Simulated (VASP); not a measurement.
# PtSe2 in VASP: further runs

PtSe2 is run at these levels: PBE; tasks: single point.

Program: VASP 6.6.1. These are calculated values, not measurements. Logs are shortened: lines on timing, memory, paths and dates and some standing lists are left out, and cuts for length are marked.

### Step 1. The cell of the first run

The cell holds a slab with vacuum, 6 atoms: a = 5.062 Å, b = 3.724 Å, c = 15.375 Å, α = 90.00°, β = 90.00°, γ = 90.00°.

### Step 2. Single point, PBE

INCAR reads:

```
ALGO = Normal ; DIPOL = 0.5 0.5 0.500
EDIFF = 1E-6 ; ENCUT = 520
GGA = PE ; IDIPOL = 3
ISIF = 2 ; ISMEAR = 0
LASPH = True ; LCHARG = True
LDIPOL = True ; LELF = True
LREAL = False ; LVACPOTAV = True
LVHAR = True ; LWAVE = False
NBANDS = 31 ; NELM = 60
PREC = Accurate ; SIGMA = 0.05
```

KPOINTS reads:

```
k-points
0
Gamma
  4 5 1
```

POSCAR reads:

```
PtSe2
1.0
    5.0620000000      0.0000000000      0.0000000000
    0.0000000000      3.7240000000      0.0000000000
    0.0000000000      0.0000000000     15.3751310000
Pt Se
2 4
Direct
    0.0000000000      0.0000000000      0.3252004812
    0.0000000000      0.5000000000      0.5349599038
    0.2500000000      0.0000000000      0.4650400962
    0.7500000000      0.5000000000      0.3951202887
    0.2500000000      0.5000000000      0.6747995188
    0.7500000000      0.0000000000      0.6048797113
```

Potentials or basis: VASP PAW PBE potentials, release 64 (Pt, Se).

Launch:

```sh
$ cat potpaw_PBE.64/Pt/POTCAR potpaw_PBE.64/Se/POTCAR > POTCAR
$ mpirun -np 1 vasp_std > vasp.out
```

OUTCAR:

```text
EDIFF = 1E-6
   ENCUT = 520
   GGA = PE
   ISIF = 2
   ISMEAR = 0
   LASPH = True
   LREAL = False
   NELM = 60
   PREC = Accurate

 ion  position               nearest neighbor table
   1  0.000  0.000  0.325-   3 2.49   4 2.49   4 2.49
   2  0.000  0.500  0.535-   5 2.49   4 2.49   6 2.49   6 2.49   3 2.49   3 2.49
   3  0.250  0.000  0.465-   1 2.49   2 2.49   2 2.49
   4  0.750  0.500  0.395-   2 2.49   1 2.49   1 2.49
   5  0.250  0.500  0.675-   2 2.49
   6  0.750  0.000  0.605-   2 2.49   2 2.49

  LATTYP: Found a simple orthorhombic cell.
 ALAT       =     3.7240000000
 B/A-ratio  =     1.3592910849
 C/A-ratio  =     4.1286603115

  Lattice vectors:

 A1 = (   0.0000000000,  -3.7240000000,   0.0000000000)
 A2 = (   5.0620000000,   0.0000000000,   0.0000000000)
 A3 = (   0.0000000000,   0.0000000000,  15.3751310000)

Analysis of symmetry for initial positions (statically):
=====================================================================
 Subroutine PRICEL returns:
 Original cell was already a primitive cell.

 Routine SETGRP: Setting up the symmetry group for a
 simple orthorhombic supercell.

 Subroutine GETGRP returns: Found  2 space group operations
 (whereof  2 operations were pure point group operations)
 out of a pool of  8 trial point group operations.

The static configuration has the point symmetry C_1h.

Analysis of symmetry for dynamics (positions and initial velocities):
=====================================================================
 Subroutine PRICEL returns:
 Original cell was already a primitive cell.

 Routine SETGRP: Setting up the symmetry group for a
 simple orthorhombic supercell.

 Subroutine GETGRP returns: Found  2 space group operations
 (whereof  2 operations were pure point group operations)
 out of a pool of  8 trial point group operations.

The dynamic configuration has the point symmetry C_1h.

 Subroutine INISYM returns: Found  2 space group operations
 (whereof  2 operations are pure point group operations),
 and found     1 'primitive' translations

----------------------------------------------------------------------------------------

                                     Primitive cell

  volume of cell :     289.8349

  direct lattice vectors                    reciprocal lattice vectors
     5.062000000  0.000000000  0.000000000     0.197550375  0.000000000  0.000000000
     0.000000000  3.724000000  0.000000000     0.000000000  0.268528464  0.000000000
     0.000000000  0.000000000 15.375131000     0.000000000  0.000000000  0.065040096

  length of vectors
     5.062000000  3.724000000 15.375131000     0.197550375  0.268528464  0.065040096

  position of ions in fractional coordinates (direct lattice)
     0.000000000  0.000000000  0.325200481
     0.000000000  0.500000000  0.534959904
     0.250000000  0.000000000  0.465040096
     0.750000000  0.500000000  0.395120289
     0.250000000  0.500000000  0.674799519
     0.750000000  0.000000000  0.604879711

  ion indices of the primitive-cell ions
   primitive index   ion index
                 1           1
                 2           2
                 3           3
                 4           4
                 5           5
                 6           6

----------------------------------------------------------------------------------------

 KPOINTS: k-points

Automatic generation of k-mesh.
 Grid dimensions read from file:
 generate k-points for:    4    5    1

 Generating k-lattice:

  Cartesian coordinates                     Fractional coordinates (reciprocal lattice)
     0.049387594  0.000000000  0.000000000     0.250000000  0.000000000  0.000000000
     0.000000000  0.053705693  0.000000000     0.000000000  0.200000000  0.000000000
     0.000000000  0.000000000  0.065040096     0.000000000  0.000000000  1.000000000

  Length of vectors
     0.049387594  0.053705693  0.065040096

  Shift w.r.t. Gamma in fractional coordinates (k-lattice)
     0.000000000  0.000000000  0.000000000

 Subroutine IBZKPT returns following result:
 ===========================================

 Found      9 irreducible k-points:

 Following reciprocal coordinates:
            Coordinates               Weight
  0.000000  0.000000  0.000000      1.000000
  0.250000  0.000000  0.000000      2.000000
  0.500000  0.000000  0.000000      1.000000
  0.000000  0.200000  0.000000      2.000000
  0.250000  0.200000  0.000000      4.000000
  0.500000  0.200000  0.000000      2.000000
  0.000000  0.400000  0.000000      2.000000
  0.250000  0.400000  0.000000      4.000000
  0.500000  0.400000  0.000000      2.000000
   k-points           NKPTS =      9   k-points in BZ     NKDIM =      9   number of bands    NBANDS=     31
   number of dos      NEDOS =    301   number of ions     NIONS =      6
   total plane-waves  NPLWV = 134400
   dimension x,y,z NGX =    40 NGY =   28 NGZ =  120
   dimension x,y,z NGXF=    80 NGYF=   56 NGZF=  240
   ions per type =               2   4
   NGX,Y,Z   is equivalent  to a cutoff of  13.14, 12.50, 12.98 a.u.
   NGXF,Y,Z  is equivalent  to a cutoff of  26.27, 25.00, 25.95 a.u.
 SYSTEM =  unknown system
   PREC   = accura    normal or accurate (medium, high low for compatibility)
   ISTART =      0    job   : 0-new  1-cont  2-samecut
   ICHARG =      2    charge: 1-file 2-atom 10-const
   ISPIN  =      1    spin polarized calculation?
   LNONCOLLINEAR =      F non collinear calculations
   LSORBIT =      F    spin-orbit coupling
   LASPH  =      T    aspherical Exc in radial PAW
   ENCUT  =  520.0 eV  38.22 Ry    6.18 a.u.   9.41  6.92 28.59*2*pi/ulx,y,z
   NELM   =     60;   NELMIN=  2; NELMDL= -5     # of ELM steps
   EDIFF  = 0.1E-05   stopping-criterion for ELM
   LREAL  =      F    real-space projection
   EDIFFG = 0.1E-04   stopping-criterion for IOM
   NSW    =      0    number of steps for IOM
   IBRION =     -1    ionic relax: 0-MD 1-quasi-New 2-CG
   NFREE  =      0    steps in history (QN), initial steepest desc. (CG)
   ISIF   =      2    stress and relaxation
   ISYM   =      2    0-nonsym 1-usesym 2-fastsym
   POTIM  = 0.5000    time-step for ionic-motion
   TEBEG  =    0.0;   TEEND  =   0.0 temperature during run
   PSTRESS=    0.0 pullay stress
   NELECT =      44.0000    total number of electrons
   NUPDOWN=      -1.0000    fix difference up-down
   EMIN   =  10.00;   EMAX   =-10.00  energy-range for DOS
   EFERMI =   0.00;   METHOD = LEGACY
   ISMEAR =     0;   SIGMA  =   0.05  broadening in eV -4-tet -1-fermi 0-gaus
   EFERMI_NEDOS =   21; number of points for ismear=-14 and -15
   IALGO  =     38    algorithm
   IMIX   =      4    mixing-type and parameters
     AMIX     =   0.40;   BMIX     =  1.00
     AMIX_MAG =   1.60;   BMIX_MAG =  1.00
  volume/ion in A,a.u.               =      48.31       325.98
  Fermi-wavevector in a.u.,A,eV,Ry     =   0.873324  1.650343 10.377098  0.762695
  Thomas-Fermi vector in A             =   1.992699
   LORBIT       =      0    0 simple, 1 ext, 2 COOP (PROOUT), +10 PAW based schemes
   GGA     = PE    functional components
   LHFCALC =     F    Hartree Fock is set to
   AEXX    =    0.0000 exact exchange contribution
   IVDW    =     0    specifies the selected vdW correction
   LEPSILON=     F    determine dielectric tensor
   LRPA    =     F    only Hartree local field effects (RPA)
 non-spin polarized calculation
 Gauss-broadening in eV      SIGMA  =   0.05
  energy-cutoff  :      520.00
  volume of cell :      289.83
 maximum number of plane-waves:      7844
 NGX is ok and might be reduce to    40
   NGX = 19   NGY = 13   NGZ = 57

 number of electron      44.0000000 magnetization

 dipolmoment           0.000000      0.000000      0.148202 electrons x Angstroem

 Free energy of the ion-electron system (eV)
  ---------------------------------------------------
  ext. energy  EPLUGINS =         0.00000000
  ---------------------------------------------------
  free energy    TOTEN  =       -24.97353218 eV

  energy without entropy =      -24.96681770  energy(sigma->0) =      -24.97017494

 E-fermi :  -0.4038     XC(G=0):  -5.5977

 val. band max:       -0.4408247186   @ k =   0.0000   0.2000   0.0000
 cond. band min:      -0.4011563580   @ k =   0.5000   0.0000   0.0000
 fundamental gap:      0.0396683605
 Fermi energy:        -0.4037560869

 k-point     1 :       0.0000    0.0000    0.0000
  band No.  band energies     occupation
      1     -15.2804      2.00000
      2     -13.9134      2.00000
      3     -13.3008      2.00000
      4     -12.1139      2.00000
      5      -6.6082      2.00000
      6      -6.1529      2.00000
[... 23 lines left out ...]
     30       4.6037      0.00000
     31       5.1279      0.00000

 k-point     2 :       0.2500    0.0000    0.0000
  band No.  band energies     occupation
      1     -15.0820      2.00000
      2     -13.9375      2.00000
      3     -13.4181      2.00000
      4     -12.3553      2.00000
      5      -6.5697      2.00000
      6      -6.1252      2.00000
[... 23 lines left out ...]
     30       4.8877      0.00000
     31       5.3253      0.00000

 k-point     3 :       0.5000    0.0000    0.0000
  band No.  band energies     occupation
      1     -14.7410      2.00000
      2     -14.2002      2.00000
      3     -13.4214      2.00000
      4     -12.5968      2.00000
      5      -6.6981      2.00000
      6      -6.0952      2.00000
[... 23 lines left out ...]
     30       5.2967      0.00000
     31       5.5492      0.00000

 k-point     4 :       0.0000    0.2000    0.0000
  band No.  band energies     occupation
      1     -15.0108      2.00000
      2     -13.7763      2.00000
      3     -13.3242      2.00000
      4     -12.1415      2.00000
      5      -6.2452      2.00000
      6      -5.9847      2.00000
[... 125 lines left out ...]
     30       5.7714      0.00000
     31       6.4180      0.00000

 k-point     8 :       0.2500    0.4000    0.0000
  band No.  band energies     occupation
      1     -14.2782      2.00000
      2     -13.8656      2.00000
      3     -13.1732      2.00000
      4     -12.2741      2.00000
      5      -6.7416      2.00000
      6      -6.4645      2.00000
[... 23 lines left out ...]
     30       5.4021      0.00000
     31       6.0935      0.00000

 k-point     9 :       0.5000    0.4000    0.0000
  band No.  band energies     occupation
      1     -14.1173      2.00000
      2     -13.9768      2.00000
      3     -13.1593      2.00000
      4     -12.2901      2.00000
      5      -6.8283      2.00000
      6      -6.6998      2.00000
[... 23 lines left out ...]
     30       5.4021      0.00000
     31       6.2501      0.00000

------------------------ aborting loop because EDIFF is reached ----------------------------------------

  FORCE on cell =-STRESS in cart. coord.  units (eV):
  Direction    XX          YY          ZZ          XY          YZ          ZX
  --------------------------------------------------------------------------------------
  -------------------------------------------------------------------------------------
  Total       -1.2896284     -0.6554332     -1.7656636      0.0000000      0.0000000     -0.5510649
  in kB       -7.1289333     -3.6231670     -9.7604068      0.0000000      0.0000000     -3.0462301
  external PRESSURE =      -6.8375024 kB  Pullay stress =       0.0000000 kB

 VOLUME and BASIS-vectors are now :
 -----------------------------------------------------------------------------
  energy-cutoff  :      520.00
  volume of cell :      289.83
      direct lattice vectors                 reciprocal lattice vectors
     5.062000000  0.000000000  0.000000000     0.197550375  0.000000000  0.000000000
     0.000000000  3.724000000  0.000000000     0.000000000  0.268528464  0.000000000
     0.000000000  0.000000000 15.375131000     0.000000000  0.000000000  0.065040096

 POSITION                                       TOTAL-FORCE (eV/Angst)
 -----------------------------------------------------------------------------------
      0.00000      0.00000      5.00000        -0.902149      0.000000      1.357428
      0.00000      1.86200      8.22508         0.303546      0.000000      0.221320
      1.26550      0.00000      7.15005         1.039314      0.000000     -0.065891
      3.79650      1.86200      6.07503         0.544307      0.000000     -1.416075
      1.26550      1.86200     10.37513        -0.106351      0.000000     -0.353932
      3.79650      0.00000      9.30010        -0.878666      0.000000      0.257149
 -----------------------------------------------------------------------------------
    total drift:                                0.000003     -0.000000      0.000274

  FREE ENERGIE OF THE ION-ELECTRON SYSTEM (eV)
  ---------------------------------------------------
  free  energy   TOTEN  =       -24.9735321800 eV

  energy  without entropy=      -24.9668177013  energy(sigma->0) =      -24.97017494

 vacuum level on the upper side and lower side of the slab         5.294         3.869
```

It took 2.6 min on 1 thread of Intel Xeon Platinum 8259CL at 2.50GHz (Skylake/Cascade Lake), shared host; peak memory 0.38 GiB.

Results:

| Quantity | Value |
| --- | --- |
| Free energy | -24.9735 eV |
| Largest force | 1.630 eV/Å |
| Band gap on the k mesh | zero (bands 22 and 23 overlap by 0.93 eV) |

Forces in eV/Å, atoms in the order of the input:
```
Pt  -0.902  0.000  1.357
Pt   0.304  0.000  0.221
Se   1.039  0.000 -0.066
Se   0.544  0.000 -1.416
Se  -0.106  0.000 -0.354
Se  -0.879  0.000  0.257
```

Caveat: spin-orbit coupling is left out, which moves the levels of the heavy elements.

### Step 3. Single point, PBE

This run uses another cell than the first one.

INCAR reads:

```
  ALGO = Normal
  DIPOL = 0.5 0.5 0.500
  EDIFF = 1E-6
  ENCUT = 520
  GGA = PE
  IDIPOL = 3
  ISIF = 2
  ISMEAR = 0
  LASPH = T
  LCHARG = F
  LDIPOL = T
  LREAL = F
  LWAVE = F
  NBANDS = 31
  NELM = 60
  PREC = Accurate
  SIGMA = 0.05
```

KPOINTS is that of step 2.

POSCAR reads:

```
PtSe2
1.0
    5.0620000000      0.0000000000      0.0000000000
    0.0000000000      3.7240000000      0.0000000000
    0.0000000000      0.0000000000     18.3751310000
Pt Se
2 4
Direct
    0.0000000000      0.0000000000      0.3537389747
    0.0000000000      0.5000000000      0.5292522051
    0.2500000000      0.0000000000      0.4707477949
    0.7500000000      0.5000000000      0.4122433848
    0.2500000000      0.5000000000      0.6462610253
    0.7500000000      0.0000000000      0.5877566152
```

Potentials or basis: VASP PAW PBE potentials, release 64 (Pt, Se).

Launch:

```sh
$ cat potpaw_PBE.64/Pt/POTCAR potpaw_PBE.64/Se/POTCAR > POTCAR
$ mpirun -np 1 vasp_std > vasp.out
```

Wall time 4.2 min (1 thread of Intel Xeon Platinum 8259CL at 2.50GHz (Skylake/Cascade Lake), shared host); peak memory 0.43 GiB.

Results (log left out):

- Free energy: -24.9742 eV
- Largest force: 1.630 eV/Å
- Band gap on the k mesh: zero (bands 22 and 23 overlap by 0.93 eV)

Forces on the atoms (eV/Å):
```
Pt  -0.902  0.000  1.357
Pt   0.304  0.000  0.221
Se   1.039  0.000 -0.066
Se   0.544  0.000 -1.416
Se  -0.106  0.000 -0.354
Se  -0.879  0.000  0.258
```

Levels at points of the mesh, in eV from the Fermi level:
```
           k point  band 20  band 21  band 22  band 23  band 24  band 25
(0.00, 0.00, 0.00)    -1.04     0.03     0.56     0.91     0.95     1.16
(0.50, 0.00, 0.00)    -0.63     0.00     0.34     0.46     0.81     1.21
```

Caveat: spin-orbit coupling is left out, which moves the levels of the heavy elements.

### Step 4. Single point, PBE

This run uses another cell than the first one.

INCAR reads:

```
ALGO = Normal
DIPOL = 0.5 0.5 0.500
EDIFF = 1E-6
ENCUT = 520
GGA = PE
IDIPOL = 3
ISIF = 2
ISMEAR = 0
LASPH = True
LCHARG = False
LDIPOL = True
LREAL = False
LWAVE = False
NBANDS = 31
NELM = 100
PREC = Accurate
SIGMA = 0.05
```

KPOINTS is that of step 3.

POSCAR reads:

```
PtSe2
1.0
    5.0620000000      0.0000000000      0.0000000000
    0.0000000000      3.7240000000      0.0000000000
    0.0000000000      0.0000000000     21.3751310000
Pt Se
2 4
Direct
    0.0000000000      0.0000000000      0.3742667121
    0.0000000000      0.5000000000      0.5251466576
    0.2500000000      0.0000000000      0.4748533424
    0.7500000000      0.5000000000      0.4245600273
    0.2500000000      0.5000000000      0.6257332879
    0.7500000000      0.0000000000      0.5754399727
```

Launch:

```sh
$ cat potpaw_PBE.64/Pt/POTCAR potpaw_PBE.64/Se/POTCAR > POTCAR
$ mpirun -np 1 vasp_std > vasp.out
```

Run time: 4.2 min. Hardware: 1 thread of Intel Xeon Platinum 8259CL at 2.50GHz (Skylake/Cascade Lake), shared host; peak memory 0.46 GiB.

Results (log left out):

- Free energy: -24.9748 eV
- Largest force: 1.630 eV/Å
- Band gap on the k mesh: zero (bands 22 and 23 overlap by 0.93 eV)

Forces on the atoms (eV/Å):
```
Pt  -0.902  0.000  1.357
Pt   0.304  0.000  0.221
Se   1.039  0.000 -0.066
Se   0.544  0.000 -1.416
Se  -0.106  0.000 -0.354
Se  -0.879  0.000  0.258
```

Levels at points of the mesh, in eV from the Fermi level:
| k point | band 18 | band 19 | band 20 | band 21 | band 22 | band 23 | band 24 | band 25 | band 26 | band 27 |
| --- | --- | --- | --- | --- | --- | --- | --- | --- | --- | --- |
| (0.00, 0.00, 0.00) | -1.68 | -1.65 | -1.04 | 0.03 | 0.56 | 0.91 | 0.95 | 1.16 | 1.90 | 2.49 |
| (0.50, 0.00, 0.00) | -1.45 | -1.30 | -0.63 | 0.00 | 0.34 | 0.46 | 0.81 | 1.21 | 1.70 | 2.00 |

Caveat: spin-orbit coupling is left out, which moves the levels of the heavy elements.

### Step 5. The runs side by side

| cell | gap on the mesh (eV) | largest force (eV/Å) |
| --- | --- | --- |
| a = 5.062, b = 3.724, c = 15.375 Å, 6 atoms | none | 1.63 |
| a = 5.062, b = 3.724, c = 18.375 Å, 6 atoms | none | 1.63 |
| a = 5.062, b = 3.724, c = 21.375 Å, 6 atoms | none | 1.63 |

Alike in all rows: task single point; level PBE; potentials or basis VASP PAW PBE potentials, release 64 (Pt, Se); no spin polarisation; k mesh 4 × 5 × 1; cutoff (eV) 520; smearing gaussian 0.05 eV.

Caveats: spin-orbit coupling is left out, which moves the levels of the heavy elements.

Absolute energies hang on the potentials; compare differences alone.

The gap in the log of VASP goes by the Fermi energy; the results here count the filled bands.